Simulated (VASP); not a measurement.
# NaAl18 in VASP: further runs

NaAl18 is run at these levels: PBE; tasks: single point.

Program: VASP 6.6.1. These are calculated values, not measurements. Logs are shortened: lines on timing, memory, paths and dates and some standing lists are left out, and cuts for length are marked.

## (1) The cell of the first run

The cell holds a slab with vacuum, 19 atoms: a = 5.728 Å, b = 8.591 Å, c = 15.677 Å, α = 90.00°, β = 90.00°, γ = 60.00°.

## (2) Single point, PBE

Contents of INCAR:

```
SYSTEM = NaAl18
PREC = Accurate
ENCUT = 520
EDIFF = 1E-7
ISMEAR = -1
SIGMA = 0.1
LREAL = Auto
LASPH = .True.
NELM = 60
ALGO = Normal
ISIF = 2
LWAVE = .False.
LCHARG = .False.
GGA = PE
NBANDS = 46
```

Contents of KPOINTS:

```
Automatic mesh
0
Gamma
  3 2 1
  0 0 0
```

Contents of POSCAR:

```
NaAl18
1.0
    5.7275650000      0.0000000000      0.0000000000
    4.2956740000      7.4403250000      0.0000000000
    0.0000000000      0.0000000000     15.6765370000
Al Na
18 1
Direct
    0.1666665958      0.1111111410      0.0637895984
    0.6666666831      0.1111111410      0.0637895984
    0.1666667458      0.4444444295      0.0637895984
    0.6666666585      0.4444444295      0.0637895984
    0.1666666204      0.7777778524      0.0637895984
    0.6666665331      0.7777778524      0.0637895984
   -0.1663804773      0.2217444802      0.2141289878
    0.3341598570      0.2211540491      0.2141299446
   -0.1648299760      0.5535630500      0.2123530216
    0.3337740759      0.5545428459      0.2137334923
   -0.1683381191      0.8903132592      0.2143981799
    0.3327750896      0.8903089583      0.2140878435
   -0.0026339945      0.0029006797      0.3646639561
    0.5001741888     -0.0000559115      0.3659475942
    0.0023323040      0.3310022076      0.3646505603
    0.4996891604      0.3330252375      0.3661235897
   -0.0047469589      0.6641266343      0.3599887526
    0.5088487782      0.6637253077      0.3598759726
    0.2154598447      0.7133310709      0.5237756272
```

Potentials or basis: VASP PAW PBE potentials, release 64 (Al, Na_pv).

Command:

```bash
cat potpaw_PBE.64/Al/POTCAR potpaw_PBE.64/Na_pv/POTCAR > POTCAR
mpirun -np 1 vasp_std > vasp.out
```

OUTCAR:

```text
SYSTEM = NaAl18
   PREC = Accurate
   ENCUT = 520
   EDIFF = 1E-7
   ISMEAR = -1
   LREAL = Auto
   LASPH = .True.
   NELM = 60
   ISIF = 2
   GGA = PE

 ion  position               nearest neighbor table
   1  0.167  0.111  0.064-   2 2.86   4 2.86   6 2.86   5 2.86   3 2.86   2 2.86  12 2.87   8 2.88
                             7 2.88
   2  0.667  0.111  0.064-   1 2.86   4 2.86   3 2.86   5 2.86   6 2.86   1 2.86  11 2.88   8 2.88
                             7 2.88
   3  0.167  0.444  0.064-   9 2.85   4 2.86   2 2.86   1 2.86   5 2.86   4 2.86   6 2.86  10 2.87
                             8 2.88
   4  0.667  0.444  0.064-   9 2.85   3 2.86   2 2.86   1 2.86   6 2.86   5 2.86   3 2.86  10 2.87
                             7 2.88
   5  0.167  0.778  0.064-   6 2.86   2 2.86   1 2.86   3 2.86   4 2.86   6 2.86  10 2.88  12 2.88
                            11 2.89
   6  0.667  0.778  0.064-   5 2.86   1 2.86   2 2.86   4 2.86   5 2.86   3 2.86   9 2.86  12 2.88
                            11 2.88
   7  0.834  0.222  0.214-  11 2.85  12 2.85   9 2.86  10 2.86   8 2.86   8 2.86  13 2.87   2 2.88
                             1 2.88  15 2.88   4 2.88  16 2.90
   8  0.334  0.221  0.214-  11 2.85  12 2.85   9 2.86  10 2.86   7 2.86   7 2.86   2 2.88   1 2.88
                            15 2.88   3 2.88  14 2.89  16 2.90
   9  0.835  0.554  0.212-  18 2.82  17 2.82   3 2.85   4 2.85   7 2.86   8 2.86  10 2.86   6 2.86
[... 4 lines left out ...]
                             9 2.88   6 2.88   5 2.89  14 2.89
  12  0.333  0.890  0.214-  18 2.84   8 2.85   7 2.85  11 2.86  11 2.87   1 2.87   6 2.88  10 2.88
                             5 2.88   9 2.89  13 2.89  14 2.89
  13  0.997  0.003  0.365-  15 2.83  16 2.84  14 2.86   7 2.87  14 2.87  11 2.88  12 2.89  17 2.92
                            18 2.92
  14  0.500  1.000  0.366-  15 2.85  16 2.86  13 2.86  17 2.86  18 2.87  13 2.87  11 2.89   8 2.89
                            12 2.89
  15  0.002  0.331  0.365-  13 2.83  17 2.84  18 2.84  14 2.85  16 2.86  16 2.87   8 2.88   7 2.88
                             9 2.91
  16  0.500  0.333  0.366-  13 2.84  15 2.86  14 2.86  17 2.87  18 2.87  15 2.87   8 2.90   7 2.90
                            10 2.90
  17  0.995  0.664  0.360-  18 2.79   9 2.82  11 2.84  10 2.84  15 2.84  14 2.86  16 2.87  13 2.92
                            18 2.94  19 2.98
  18  0.509  0.664  0.360-  17 2.79   9 2.82  12 2.84  10 2.84  15 2.84  14 2.87  16 2.87  13 2.92
                            17 2.94  19 2.98
  19  0.215  0.713  0.524-  18 2.98  17 2.98

  LATTYP: Found a simple monoclinic cell.
 ALAT       =     5.7275650000
 B/A-ratio  =     2.7370334514
 C/A-ratio  =     1.3228756151
 COS(beta)  =    -0.1889822093

  Lattice vectors:

 A1 = (   5.7275650000,   0.0000000000,   0.0000000000)
 A2 = (   0.0000000000,   0.0000000000, -15.6765370000)
 A3 = (  -1.4318910000,   7.4403250000,   0.0000000000)

Analysis of symmetry for initial positions (statically):
=====================================================================
 Subroutine PRICEL returns:
 Original cell was already a primitive cell.

 Routine SETGRP: Setting up the symmetry group for a
 simple monoclinic supercell.

 Subroutine GETGRP returns: Found  1 space group operations
 (whereof  1 operations were pure point group operations)
 out of a pool of  4 trial point group operations.

The static configuration has the point symmetry C_1 .

Analysis of symmetry for dynamics (positions and initial velocities):
=====================================================================
 Subroutine PRICEL returns:
 Original cell was already a primitive cell.

 Routine SETGRP: Setting up the symmetry group for a
 simple monoclinic supercell.

 Subroutine GETGRP returns: Found  1 space group operations
 (whereof  1 operations were pure point group operations)
 out of a pool of  4 trial point group operations.

The dynamic configuration has the point symmetry C_1 .

 Subroutine INISYM returns: Found  1 space group operations
 (whereof  1 operations are pure point group operations),
 and found     1 'primitive' translations

----------------------------------------------------------------------------------------

                                     Primitive cell

  volume of cell :     668.0548

  direct lattice vectors                    reciprocal lattice vectors
     5.727565000  0.000000000  0.000000000     0.174594265 -0.100802054  0.000000000
     4.295674000  7.440325000  0.000000000     0.000000000  0.134402731  0.000000000
     0.000000000  0.000000000 15.676537000     0.000000000  0.000000000  0.063789598

  length of vectors
     5.727565000  8.591347462 15.676537000     0.201604096  0.134402731  0.063789598

  position of ions in fractional coordinates (direct lattice)
     0.166666596  0.111111141  0.063789598
     0.666666683  0.111111141  0.063789598
     0.166666746  0.444444430  0.063789598
     0.666666658  0.444444430  0.063789598
     0.166666620  0.777777852  0.063789598
     0.666666533  0.777777852  0.063789598
[... 11 lines left out ...]
     0.508848778  0.663725308  0.359875973
     0.215459845  0.713331071  0.523775627

  ion indices of the primitive-cell ions
   primitive index   ion index
                 1           1
                 2           2
                 3           3
                 4           4
                 5           5
                 6           6
[... 11 lines left out ...]
                18          18
                19          19

----------------------------------------------------------------------------------------

 KPOINTS: Automatic mesh

Automatic generation of k-mesh.
 Grid dimensions read from file:
 generate k-points for:    3    2    1

 Generating k-lattice:

  Cartesian coordinates                     Fractional coordinates (reciprocal lattice)
     0.058198088 -0.033600685  0.000000000     0.333333333  0.000000000  0.000000000
     0.000000000  0.067201366  0.000000000     0.000000000  0.500000000  0.000000000
     0.000000000  0.000000000  0.063789598     0.000000000  0.000000000  1.000000000

  Length of vectors
     0.067201365  0.067201366  0.063789598

  Shift w.r.t. Gamma in fractional coordinates (k-lattice)
     0.000000000  0.000000000  0.000000000

 -----------------------------------------------------------------------------
|                                                                             |
|           W    W    AA    RRRRR   N    N  II  N    N   GGGG   !!!           |
|           W    W   A  A   R    R  NN   N  II  NN   N  G    G  !!!           |
|           W    W  A    A  R    R  N N  N  II  N N  N  G       !!!           |
|           W WW W  AAAAAA  RRRRR   N  N N  II  N  N N  G  GGG   !            |
|           WW  WW  A    A  R   R   N   NN  II  N   NN  G    G                |
|           W    W  A    A  R    R  N    N  II  N    N   GGGG   !!!           |
|                                                                             |
|     Your reciprocal lattice and k-lattice belong to different lattice       |
|     classes:                                                                |
|                                                                             |
|        The reciprocal lattice is simple monoclinic,                         |
|        whereas your k-lattice is hexagonal.                                 |
|                                                                             |
|     Results are often still useful ...                                      |
|                                                                             |
 -----------------------------------------------------------------------------

 Subroutine IBZKPT returns following result:
 ===========================================

 Found      4 irreducible k-points:

 Following reciprocal coordinates:
            Coordinates               Weight
  0.000000  0.000000  0.000000      1.000000
  0.333333  0.000000  0.000000      2.000000
  0.000000  0.500000  0.000000      1.000000
  0.333333  0.500000  0.000000      2.000000
   k-points           NKPTS =      4   k-points in BZ     NKDIM =      4   number of bands    NBANDS=     46
   number of dos      NEDOS =    301   number of ions     NIONS =     19
   total plane-waves  NPLWV = 368640
   dimension x,y,z NGX =    48 NGY =   64 NGZ =  120
   dimension x,y,z NGXF=    96 NGYF=  128 NGZF=  240
   ions per type =              18   1
   NGX,Y,Z   is equivalent  to a cutoff of  13.93, 12.38, 12.73 a.u.
   NGXF,Y,Z  is equivalent  to a cutoff of  27.86, 24.77, 25.45 a.u.
 SYSTEM =  NaAl18
   PREC   = accura    normal or accurate (medium, high low for compatibility)
   ISTART =      0    job   : 0-new  1-cont  2-samecut
   ICHARG =      2    charge: 1-file 2-atom 10-const
   ISPIN  =      1    spin polarized calculation?
   LNONCOLLINEAR =      F non collinear calculations
   LSORBIT =      F    spin-orbit coupling
   LASPH  =      T    aspherical Exc in radial PAW
   ENCUT  =  520.0 eV  38.22 Ry    6.18 a.u.  10.65 15.97 29.15*2*pi/ulx,y,z
   NELM   =     60;   NELMIN=  2; NELMDL= -5     # of ELM steps
   EDIFF  = 0.1E-06   stopping-criterion for ELM
   LREAL  =      T    real-space projection
   EDIFFG = 0.1E-05   stopping-criterion for IOM
   NSW    =      0    number of steps for IOM
   IBRION =     -1    ionic relax: 0-MD 1-quasi-New 2-CG
   NFREE  =      0    steps in history (QN), initial steepest desc. (CG)
   ISIF   =      2    stress and relaxation
   ISYM   =      2    0-nonsym 1-usesym 2-fastsym
   POTIM  = 0.5000    time-step for ionic-motion
   TEBEG  =    0.0;   TEEND  =   0.0 temperature during run
   PSTRESS=    0.0 pullay stress
   NELECT =      61.0000    total number of electrons
   NUPDOWN=      -1.0000    fix difference up-down
   EMIN   =  10.00;   EMAX   =-10.00  energy-range for DOS
   EFERMI =   0.00;   METHOD = LEGACY
   ISMEAR =    -1;   SIGMA  =   0.10  broadening in eV -4-tet -1-fermi 0-gaus
   EFERMI_NEDOS =   21; number of points for ismear=-14 and -15
   IALGO  =     38    algorithm
   IMIX   =      4    mixing-type and parameters
     AMIX     =   0.40;   BMIX     =  1.00
     AMIX_MAG =   1.60;   BMIX_MAG =  1.00
  volume/ion in A,a.u.               =      35.16       237.28
  Fermi-wavevector in a.u.,A,eV,Ry     =   0.737192  1.393091  7.394119  0.543452
  Thomas-Fermi vector in A             =   1.830814
   LORBIT       =      0    0 simple, 1 ext, 2 COOP (PROOUT), +10 PAW based schemes
   GGA     = PE    functional components
[... 5 lines left out ...]
 non-spin polarized calculation
  energy-cutoff  :      520.00
  volume of cell :      668.05
 maximum number of plane-waves:     17998
 NGX is ok and might be reduce to    42
   NGX = 21   NGY = 31   NGZ = 59

 number of electron      60.9999999 magnetization

 Free energy of the ion-electron system (eV)
  ---------------------------------------------------
  ext. energy  EPLUGINS =         0.00000000
  ---------------------------------------------------
  free energy    TOTEN  =       -65.21244031 eV

  energy without entropy =      -64.79659726  energy(sigma->0) =      -65.00451879

 E-fermi :   1.9436     XC(G=0):  -5.9966

 val. band max:        1.8931683249   @ k =   0.0000   0.0000   0.0000
 cond. band min:       2.0224646106   @ k =   0.3333   0.0000   0.0000
 fundamental gap:      0.1292962857
 Fermi energy:         1.9436332095

 k-point     1 :       0.0000    0.0000    0.0000
  band No.  band energies     occupation
      1     -23.8384      2.00000
      2     -23.8346      2.00000
      3     -23.8291      2.00000
      4      -8.3348      2.00000
      5      -6.6323      2.00000
      6      -5.7139      2.00000
[... 169 lines left out ...]
     41       4.3722      0.00000
     42       4.4011      0.00000
 [bands above 42 left out]

------------------------ aborting loop because EDIFF is reached ----------------------------------------

  FORCE on cell =-STRESS in cart. coord.  units (eV):
  Direction    XX          YY          ZZ          XY          YZ          ZX
  --------------------------------------------------------------------------------------
  -------------------------------------------------------------------------------------
  Total       -5.1787587     -5.7681916     -0.1865548      0.0057317      0.0887064      0.0027065
  in kB      -12.4200743    -13.8336950     -0.4474092      0.0137463      0.2127420      0.0064909
  external PRESSURE =      -8.9003928 kB  Pullay stress =       0.0000000 kB

 VOLUME and BASIS-vectors are now :
 -----------------------------------------------------------------------------
  energy-cutoff  :      520.00
  volume of cell :      668.05
      direct lattice vectors                 reciprocal lattice vectors
     5.727565000  0.000000000  0.000000000     0.174594265 -0.100802054  0.000000000
     4.295674000  7.440325000  0.000000000     0.000000000  0.134402731  0.000000000
     0.000000000  0.000000000 15.676537000     0.000000000  0.000000000  0.063789598

 POSITION                                       TOTAL-FORCE (eV/Angst)
 -----------------------------------------------------------------------------------
      1.43189      0.82670      1.00000         0.015157      0.001974     -0.015281
      4.29567      0.82670      1.00000        -0.012494      0.012055     -0.000948
      2.86378      3.30681      1.00000         0.010472     -0.043468     -0.016374
      5.72757      3.30681      1.00000        -0.013912     -0.011991     -0.024588
      4.29567      5.78692      1.00000         0.017657      0.013571      0.039095
      7.15946      5.78692      1.00000        -0.017105      0.020260     -0.003262
[... 11 lines left out ...]
      5.76561      4.93833      5.64161         0.019698      0.004951     -0.017340
      4.29830      5.30742      8.21099         0.000328      0.024604      0.031195
 -----------------------------------------------------------------------------------
    total drift:                               -0.006349      0.003274     -0.013847

  FREE ENERGIE OF THE ION-ELECTRON SYSTEM (eV)
  ---------------------------------------------------
  free  energy   TOTEN  =       -65.2124403142 eV

  energy  without entropy=      -64.7965972632  energy(sigma->0) =      -65.00451879
```

Wall time 4.8 min (1 thread of Intel Xeon Platinum 8488C (Sapphire Rapids), shared host); peak memory 0.7 GiB.

What came out:

```yaml
Free_energy: -65.2124 eV
Largest_force: 0.048 eV/Å
```

Forces in eV/Å, atoms in the order of the input:
```
Al   0.015  0.002 -0.015
Al  -0.012  0.012 -0.001
Al   0.010 -0.043 -0.016
Al  -0.014 -0.012 -0.025
Al   0.018  0.014  0.039
Al  -0.017  0.020 -0.003
Al   0.000 -0.005  0.024
Al   0.002 -0.002  0.012
Al   0.000 -0.005 -0.011
Al   0.003 -0.005  0.004
Al   0.003  0.010  0.005
Al  -0.002  0.009 -0.003
Al  -0.005 -0.029  0.010
Al   0.005 -0.012  0.001
Al  -0.005  0.001 -0.009
Al   0.002  0.020 -0.011
Al  -0.022 -0.003 -0.014
Al   0.020  0.005 -0.017
Na   0.000  0.025  0.031
```

Caveat: the k points lie up to 0.42 Å⁻¹ apart.

## (3) Single point, PBE

Contents of INCAR:

```
SYSTEM = NaAl18
PREC = Accurate
ENCUT = 520
EDIFF = 1E-6
ISMEAR = -1
SIGMA = 0.1
LREAL = Auto
LASPH = .TRUE.
NELM = 100
ALGO = Normal
ISIF = 2
LWAVE = .FALSE.
LCHARG = .FALSE.
GGA = PE
NBANDS = 46
```

Contents of KPOINTS:

```
regular mesh
0
G
  3 2 1
  0 0 0
```

Contents of POSCAR:

```
NaAl18
1.0
    5.7275650000      0.0000000000      0.0000000000
    4.2956740000      7.4403250000      0.0000000000
    0.0000000000      0.0000000000     15.6765370000
Al Na
18 1
Direct
    0.1666665958      0.1111111410      0.0637895984
    0.6666666831      0.1111111410      0.0637895984
    0.1666667458      0.4444444295      0.0637895984
    0.6666666585      0.4444444295      0.0637895984
    0.1666666204      0.7777778524      0.0637895984
    0.6666665331      0.7777778524      0.0637895984
   -0.1667473735      0.2221917725      0.2138428277
    0.3342456558      0.2210829500      0.2141378546
   -0.1647957899      0.5536129134      0.2124382445
    0.3337198895      0.5545217447      0.2137197137
   -0.1683790179      0.8901017093      0.2145323932
    0.3330974674      0.8900979460      0.2141788713
   -0.0041428089      0.0047839308      0.3633810835
    0.5004821534     -0.0004197397      0.3663735173
    0.0023811104      0.3313400960      0.3643544489
    0.4989555053      0.3336360979      0.3658499961
   -0.0035562027      0.6634070420      0.3607130197
    0.5088102063      0.6629389173      0.3606034292
    0.1901707796      0.7469294688      0.5240187294
```

Potentials or basis: VASP PAW PBE potentials, release 64 (Al, Na_pv).

Command:

```bash
cat potpaw_PBE.64/Al/POTCAR potpaw_PBE.64/Na_pv/POTCAR > POTCAR
mpirun -np 1 vasp_std > vasp.out
```

Run time: 4.2 min. Hardware: 1 thread of Intel Xeon Platinum 8488C (Sapphire Rapids), shared host; peak memory 0.7 GiB.

The run converged. Its results:

- Free energy: -65.2182 eV
- Largest force: 0.050 eV/Å

Forces on the atoms (eV/Å):
```
Al   0.017  0.004 -0.012
Al  -0.014  0.015  0.000
Al   0.010 -0.045 -0.018
Al  -0.013 -0.008 -0.031
Al   0.019  0.013  0.042
Al  -0.018  0.017  0.001
Al   0.000 -0.004  0.016
Al   0.002 -0.001  0.009
Al   0.000 -0.002 -0.003
Al   0.001 -0.002  0.004
Al   0.002  0.005  0.008
Al  -0.001  0.004  0.001
Al  -0.003 -0.022  0.009
Al   0.003 -0.006 -0.002
Al  -0.004  0.001 -0.008
Al   0.000  0.010 -0.009
Al  -0.014 -0.003 -0.010
Al   0.012 -0.001 -0.009
Na   0.001  0.025  0.015
```

Levels at points of the mesh, in eV from the Fermi level:
```tsv
k point	band 27	band 28	band 29	band 30	band 31	band 32	band 33	band 34	band 35	band 36
(0.00, 0.00, 0.00)	-0.60	-0.33	-0.16	-0.13	-0.11	-0.05	0.11	0.13	1.22	1.30
(0.00, 0.50, 0.00)	-1.40	-0.33	-0.33	-0.16	-0.13	-0.11	-0.09	0.33	0.83	1.22
```

Caveat: the k points lie up to 0.42 Å⁻¹ apart.
